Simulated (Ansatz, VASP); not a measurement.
**VCuSe2 in VASP and in Ansatz**

```
Cu V Se
1.0
     1.88628    1.08904    6.84791
    -1.88628    1.08904    6.84791
     0.00000   -2.17809    6.84791
Cu V Se
1 1 2
Direct
  0.50000 0.50000 0.50000
  0.00000 0.00000 0.00000
  0.26670 0.26670 0.26670
  0.73330 0.73330 0.73330
```

Alike in both runs: task single point; functional LDA; k mesh 6 × 6 × 6; occupations gaussian, width 0.05 eV; collinear spin; Hubbard terms V d U = 8.0 eV.

|  | VASP | Ansatz |
| --- | --- | --- |
| version | VASP 6.6.1 | Ansatz 0.2.0 |
| potentials or method | VASP PAW LDA potentials, release 64 (Cu, V_sv, Se), cutoff 520 eV | scalar-relativistic, plane waves, PAW |
| valence electrons in the cell | 36 | 64 |

|  | VASP | Ansatz | Ansatz less VASP |
| --- | --- | --- | --- |
| pressure (GPa) | -3.9 | -2.3 | +1.59 |
| traceless stress, the component that is largest in VASP (GPa) | -2.96 | -5.00 | -2.038 |
| rms of the force components (eV/Å) | 0.685 | 0.967 | +0.2815 |
| net moment per atom (μB) | 0.50 | 0.77 | +0.271 |
| size of the moment on the site where the two differ most (μB) | 2.14 | 2.59 | +0.452 |

The net moments are unlike, so the other rows may belong to different states. LDA's correlation is that of Perdew and Zunger in VASP and of Perdew and Wang (1992) in Ansatz. Site moments also hang on the region over which each program counts them. The programs project onto different local orbitals, so the same U acts differently, and such runs can settle in different states. Atom by atom the forces differ by 0.281 eV/Å (rms over components). VASP's potentials hold 36 valence electrons a cell and Ansatz's 64, so a difference there can come from the potentials and not from the codes. Ansatz's warnings: filled band counts differ across k points.
